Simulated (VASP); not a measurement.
# FePt (P4/mmm) in VASP: further runs, part 2 of 2

VASP 6.6.1. Earlier steps stand in the parts before.

### 5 Single point, PBE, collinear spin, ferromagnetic start

Contents of INCAR:

```
SYSTEM = FePt
PREC     = Accurate       ! precision mode
ENCUT    = 520            ! plane-wave cutoff, eV
EDIFF    = 1E-6           ! SCF threshold, eV
ISMEAR   = 0              ! smearing method
SIGMA    = 0.012          ! smearing width, eV
LREAL    = .False.        ! projectors in reciprocal space
LASPH    = .True.         ! aspherical terms in the spheres
NELM     = 150            ! most SCF steps
ALGO     = Fast           ! electronic algorithm
ISIF     = 2              ! what is computed and relaxed
LWAVE    = .False.        ! write WAVECAR
LCHARG   = .False.        ! write CHGCAR
ISPIN    = 2              ! spin polarisation
MAGMOM   = 0 3            ! initial moments
LORBIT   = 11             ! projections on sites
LMAXMIX  = 4              ! l up to which the mixer works
GGA      = PE             ! functional
NBANDS   = 20             ! bands
```

Contents of KPOINTS:

```
regular mesh
0
Gamma
  10 10 7
  0 0 0
```

Contents of POSCAR:

```
FePt
1.0
    2.7235000000      0.0000000000      0.0000000000
    0.0000000000      2.7235000000      0.0000000000
    0.0000000000      0.0000000000      3.7200000000
Pt Fe
1 1
Direct
    0.5000000000      0.5000000000      0.5000000000
    0.0000000000      0.0000000000      0.0000000000
```

Potentials or basis: VASP PAW PBE potentials, release 64 (Pt, Fe).

Launch:

```
cat potpaw_PBE.64/Pt/POTCAR potpaw_PBE.64/Fe/POTCAR > POTCAR
mpirun -np 1 vasp_std > vasp.out
```

OUTCAR:

```text
SYSTEM = FePt
   PREC = Accurate
   ENCUT = 520
   EDIFF = 1E-6
   ISMEAR = 0
   LREAL = .False.
   LASPH = .True.
   NELM = 150
   ISIF = 2
   ISPIN = 2
   LORBIT = 11
   GGA = PE

 ion  position               nearest neighbor table
   1  0.500  0.500  0.500-   2 2.68   2 2.68   2 2.68   2 2.68   2 2.68   2 2.68   2 2.68   2 2.68

   2  0.000  0.000  0.000-   1 2.68   1 2.68   1 2.68   1 2.68   1 2.68   1 2.68   1 2.68   1 2.68

  LATTYP: Found a simple tetragonal cell.
 ALAT       =     2.7235000000
 C/A-ratio  =     1.3658894804

  Lattice vectors:

 A1 = (   2.7235000000,   0.0000000000,   0.0000000000)
 A2 = (   0.0000000000,   2.7235000000,   0.0000000000)
 A3 = (   0.0000000000,   0.0000000000,   3.7200000000)

Analysis of symmetry for initial positions (statically):
=====================================================================
 Subroutine PRICEL returns:
 Original cell was already a primitive cell.

 Routine SETGRP: Setting up the symmetry group for a
 simple tetragonal supercell.

[... 752 lines left out ...]
      5       6.3257      1.00000
      6       7.9108      1.00000
[... 541 lines left out ...]
     19      31.9137      0.00000
     20      32.2197      0.00000

 [... further k-points ...]

------------------------ aborting loop because EDIFF is reached ----------------------------------------

  FORCE on cell =-STRESS in cart. coord.  units (eV):
  Direction    XX          YY          ZZ          XY          YZ          ZX
  --------------------------------------------------------------------------------------
  -------------------------------------------------------------------------------------
  Total        0.4408433      0.4408433      0.5487040      0.0000000      0.0000000      0.0000000
  in kB       25.5974751     25.5974751     31.8603857      0.0000000      0.0000000      0.0000000
  external PRESSURE =      27.6851119 kB  Pullay stress =       0.0000000 kB

 VOLUME and BASIS-vectors are now :
 -----------------------------------------------------------------------------
  energy-cutoff  :      520.00
  volume of cell :       27.59
      direct lattice vectors                 reciprocal lattice vectors
     2.723500000  0.000000000  0.000000000     0.367174592  0.000000000  0.000000000
     0.000000000  2.723500000  0.000000000     0.000000000  0.367174592  0.000000000
     0.000000000  0.000000000  3.720000000     0.000000000  0.000000000  0.268817204

 POSITION                                       TOTAL-FORCE (eV/Angst)
 -----------------------------------------------------------------------------------
      1.36175      1.36175      1.86000         0.000000      0.000000      0.000000
      0.00000      0.00000      0.00000         0.000000      0.000000      0.000000
 -----------------------------------------------------------------------------------
    total drift:                               -0.000000      0.000000      0.000000

  FREE ENERGIE OF THE ION-ELECTRON SYSTEM (eV)
  ---------------------------------------------------
  free  energy   TOTEN  =       -14.8004367432 eV

  energy  without entropy=      -14.8002820676  energy(sigma->0) =      -14.80035941

 total charge

# of ion       s       p       d       tot
------------------------------------------
    1        0.714   0.667   8.054   9.435
    2        0.409   0.452   6.126   6.987
--------------------------------------------------
tot          1.123   1.119  14.180  16.422

 magnetization (x)

# of ion       s       p       d       tot
------------------------------------------
    1       -0.027  -0.069   0.417   0.321
    2        0.004  -0.008   2.909   2.905
--------------------------------------------------
tot         -0.023  -0.078   3.327   3.227
```

OSZICAR:

```text
N       E                     dE             d eps       ncg     rms          rms(c)
DAV:   1     0.921109103582E+02    0.92111E+02   -0.83722E+03  7176   0.993E+02
DAV:   2    -0.124438922371E+02   -0.10455E+03   -0.92586E+02  6864   0.216E+02
DAV:   3    -0.161678325235E+02   -0.37239E+01   -0.36187E+01  7828   0.466E+01
DAV:   4    -0.162109300099E+02   -0.43097E-01   -0.43068E-01  7548   0.426E+00
DAV:   5    -0.162120793462E+02   -0.11493E-02   -0.11493E-02  7992   0.779E-01    0.169E+01
RMM:   6    -0.174325034621E+02   -0.12204E+01   -0.63782E+00  7812   0.267E+01    0.253E+01
RMM:   7    -0.149574001052E+02    0.24751E+01   -0.14179E+00  7534   0.113E+01    0.833E+00
RMM:   8    -0.148563311149E+02    0.10107E+00   -0.14898E-01  7909   0.333E+00    0.377E+00
RMM:   9    -0.148149392358E+02    0.41392E-01   -0.20687E-02  7629   0.121E+00    0.224E+00
RMM:  10    -0.148004119793E+02    0.14527E-01   -0.81105E-03  7975   0.629E-01    0.510E-01
RMM:  11    -0.148003830737E+02    0.28906E-04   -0.17748E-03  8401   0.320E-01    0.292E-01
RMM:  12    -0.148004508670E+02   -0.67793E-04   -0.50252E-04  8790   0.186E-01    0.120E-01
RMM:  13    -0.148004229297E+02    0.27937E-04   -0.12241E-04  8369   0.955E-02    0.636E-02
RMM:  14    -0.148004356568E+02   -0.12727E-04   -0.39264E-05  8859   0.483E-02    0.209E-02
RMM:  15    -0.148004367937E+02   -0.11369E-05   -0.11017E-05  8305   0.237E-02    0.884E-03
RMM:  16    -0.148004367432E+02    0.50467E-07   -0.19895E-06  6552   0.102E-02
   1 F= -.14800437E+02 E0= -.14800359E+02  d E =-.154676E-03  mag=     3.2480
```

stdout:

```text
POSCAR found type information on POSCAR PtFe
 POSCAR found :  2 types and       2 ions
 scaLAPACK will be used
 LDA part: xc-table for (Slater+PW92), standard interpolation
 POSCAR, INCAR and KPOINTS ok, starting setup
 FFT: planning ... GRIDC
 FFT: planning ... GRID_SOFT
 FFT: planning ... GRID
 WAVECAR not read
 entering main loop
WARNING in EDDRMM: call to ZHEGV failed, returncode =   8  4     19
```

It took 1.7 min on 1 thread of Oxide Virtual Turin-like, shared host; peak memory 0.17 GiB.

What came out:

| Item | Value |
| --- | --- |
| Free energy | -14.8004 eV |
| Pressure | 2.8 GPa |
| Net moment | 3.25 μB per cell |
| Site moments | Pt +0.32; Fe +2.90 μB |
| Valence electrons inside the program's atomic spheres | Pt 9.44; Fe 6.99 |

Caveat: spin-orbit coupling is left out, which moves the levels of the heavy elements.

### 6 The runs side by side

```tsv
task	level	cell	cutoff (eV)	smearing	gap on the mesh (eV)	pressure (GPa)	moment (μB)
relaxation of cell and atoms	PBEsol+D3(BJ)	relaxed from a = 2.724, b = 2.724, c = 3.720 Å, 2 atoms	600	fermi-dirac 0.05 eV	none	0.1	3.19
single point	PBEsol	a = 2.694, b = 2.694, c = 3.698 Å, 2 atoms	520	fermi-dirac 0.05 eV	none	-0.3	3.22
single point	RPBE+D4	a = 2.711, b = 2.711, c = 3.707 Å, 2 atoms	520	fermi-dirac 0.05 eV	none	-0.5	3.28
single point	PBE	a = 2.724, b = 2.724, c = 3.720 Å, 2 atoms	520	gaussian 0.012 eV	none	2.8	3.25
```

Alike in all rows: potentials or basis VASP PAW PBE potentials, release 64 (Pt, Fe); spin collinear, ferromagnetic start; k mesh 10 × 10 × 7.

Caveats: spin-orbit coupling is left out, which moves the levels of the heavy elements; the PAW data sets were made with another functional, which shifts forces and pressure a little (at least some runs); the dispersion term is far too large for a dense solid, which distorts pressure and volume (at least some runs).

Total energies depend on the potentials used, so only differences within one code and one set of settings carry meaning.
